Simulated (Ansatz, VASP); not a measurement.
## Al2Cu in VASP and in Ansatz

File INCAR:

```
ALGO = Normal
EDIFF = 1E-6
ENCUT = 820
GGA = PS
GGA_COMPAT = F
ISIF = 2
ISMEAR = 0
LASPH = T
LCHARG = F
LREAL = F
LWAVE = F
NBANDS = 20
NELM = 120
PREC = Accurate
SIGMA = 0.1
```

The input KPOINTS:

```
k-points
0
Gamma
  1 1 1
```

Contents of POSCAR:

```
Al2Cu
1.0
    4.1051820000      0.0000000000      0.0000000000
    0.0000000000      4.1051820000      0.0000000000
    0.0000000000      0.0000000000      2.8913130000
Al Cu
2 1
Direct
    0.5000000000      0.0000000000      0.5000000000
    0.0000000000      0.5000000000      0.5000000000
    0.0000000000      0.0000000000      0.0000000000
```

Input for Ansatz:

```yaml
crystal:
  lattice:
    - [4.105182, 0.0, 0.0]
    - [0.0, 4.105182, 0.0]
    - [0.0, 0.0, 2.891313]
  atoms:
    - { symbol: Al, position: [0.5, 0.0, 0.5] }
    - { symbol: Al, position: [0.0, 0.5, 0.5] }
    - { symbol: Cu, position: [0.0, 0.0, 0.0] }
basis:
  ecutwfc: 420
kpoints:
  mp_grid: { grid: [1, 1, 1] }
hamiltonian:
  xc: pbesol
scf:
  occupations: { method: gaussian, width: 0.1 }
output:
  forces: true
  stress: true
  eigenvalues: true
```

Alike in both runs: task single point; functional PBEsol; k mesh 1 × 1 × 1; occupations gaussian, width 0.1 eV; no spin polarisation.

|  | VASP | Ansatz |
| --- | --- | --- |
| version | VASP 6.6.1 | Ansatz 0.2.0 |
| potentials or method | VASP PAW PBE potentials, release 64 (Al, Cu_sv_GW), cutoff 820 eV | scalar-relativistic, plane waves, PAW |
| valence electrons in the cell | 25 | 25 |

```csv
,VASP,Ansatz,Ansatz less VASP
pressure (GPa),-1.6,-1.4,+0.19
"traceless stress, the component that is largest in VASP (GPa)",-94.34,-94.29,+0.050
```

VASP's potentials were made for PBE, not for PBEsol. The functional is the same, so the differences come from potentials, cutoffs and numerics.

The k mesh is coarse, so the values compare programs but aren't converged.
